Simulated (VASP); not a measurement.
A run of VASP 6.6.1:

Contents of INCAR:

```
SYSTEM = VPdC4N4
ALGO = Normal
EDIFF = 1E-6
ENCUT = 520
GGA = PE
ISIF = 2
ISMEAR = 0
ISPIN = 2
LASPH = .True.
LCHARG = .False.
LMAXMIX = 4
LORBIT = 11
LREAL = .False.
LWAVE = .False.
MAGMOM = 2 0 0 0 0 0 0 0 0 0
NBANDS = 44
NELM = 150
PREC = Accurate
SIGMA = 0.1
```

Contents of KPOINTS:

```
k-points
0
Gamma
  4 4 4
  0 0 0
```

The input POSCAR:

```
VPdC4N4
1.0
    5.9086026500      0.0000000000      0.0000000000
    0.0000000000      5.9086026500      0.0000000000
    0.0000000000      0.0000000000      5.9086026500
V Pd C N
1 1 4 4
Direct
    0.0000000000      0.0000000000      0.0000000000
    0.5000000000      0.5000000000      0.5000000000
    0.1873167900      0.1873167900      0.1873167900
    0.1873167900      0.8126832100      0.8126832100
    0.8126832100      0.1873167900      0.8126832100
    0.8126832100      0.8126832100      0.1873167900
    0.3016415900      0.3016415900      0.3016415900
    0.3016415900      0.6983584100      0.6983584100
    0.6983584100      0.3016415900      0.6983584100
    0.6983584100      0.6983584100      0.3016415900
```

Potentials or basis: VASP PAW PBE potentials, release 64 (V_sv, Pd, C, N).

Launch:

```console
$ cat potpaw_PBE.64/V_sv/POTCAR potpaw_PBE.64/Pd/POTCAR potpaw_PBE.64/C/POTCAR potpaw_PBE.64/N/POTCAR > POTCAR
$ mpirun -np 1 vasp_std > vasp.out
```

Hardware: 1 thread of Intel(R) Xeon(R) Platinum 8259CL CPU @ 2.50GHz (Skylake/Cascade Lake), with other jobs on the host.

Question: How long does it take, and how much memory?

Answer: Run time: 5.3 min on 1 thread of Intel(R) Xeon(R) Platinum 8259CL CPU @ 2.50GHz (Skylake/Cascade Lake), on a shared host, peak memory 0.48 GiB. Counts: scf iterations 19, k points 10.
